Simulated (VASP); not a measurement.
Set up this calculation in VASP 6.6.1, as the native input.

```yaml
Task: single point
Functional: PBEsol
Potentials_or_basis: VASP PAW PBE potentials, release 64 (Al, Co)
Cutoff: 520 eV
k_mesh: 22 × 16 × 16
Occupations: gaussian, width 0.15 eV
Spin: no spin polarisation
Dipole_correction: no
Further_INCAR_settings: ALGO = Fast; EDIFF = 1e-07; NBANDS = 20
```

The structure of AlCo lies in POSCAR:

```
AlCo
1.0
   -2.8225855360      0.0000000000      0.0000000000
    0.0000000000      2.8225855360      2.8225855360
    0.0000000000      2.8225855360     -2.8225855360
Al Co
2 2
Direct
    0.0000000000     -0.0354285100      0.0354285100
    0.0000000000      0.4645714900      0.5354285100
    0.5000000000      0.5162203275     -0.0162203275
    0.5000000000      0.0162203275      0.4837796725
```

This cell differs from its parent crystal: atoms displaced along a vibrational mode.

One way to write it, as run:

INCAR

```
  ALGO = Fast
  EDIFF = 1E-7
  ENCUT = 520
  GGA = PS
  ISIF = 2
  ISMEAR = 0
  LASPH = True
  LCHARG = False
  LREAL = False
  LWAVE = False
  NBANDS = 20
  NELM = 60
  PREC = Accurate
  SIGMA = 0.15
```

KPOINTS

```
k-points
0
Gamma
  22 16 16
```

Potentials or basis: VASP PAW PBE potentials, release 64 (Al, Co).

The run is started by

```bash
$ cat potpaw_PBE.64/Al/POTCAR potpaw_PBE.64/Co/POTCAR > POTCAR
$ mpirun -np 1 vasp_std > vasp.out
```

It gave:

- Pressure: 6.9 GPa
- Largest force: 2.287 eV/Å
- Band gap on the k mesh: zero (bands 12 and 13 overlap by 1.06 eV)

Caveat: the cell differs from its parent crystal (atoms displaced along a vibrational mode); the stress differs along the axes, from 3 to 9 GPa; the PAW data sets were made with another functional, which shifts forces and pressure a little; the run has no spin polarisation, though such a crystal can be magnetic.

Run time: 9 min on 1 thread of Oxide Virtual Turin-like Processor, with other jobs on the host, peak memory 0.7 GiB.
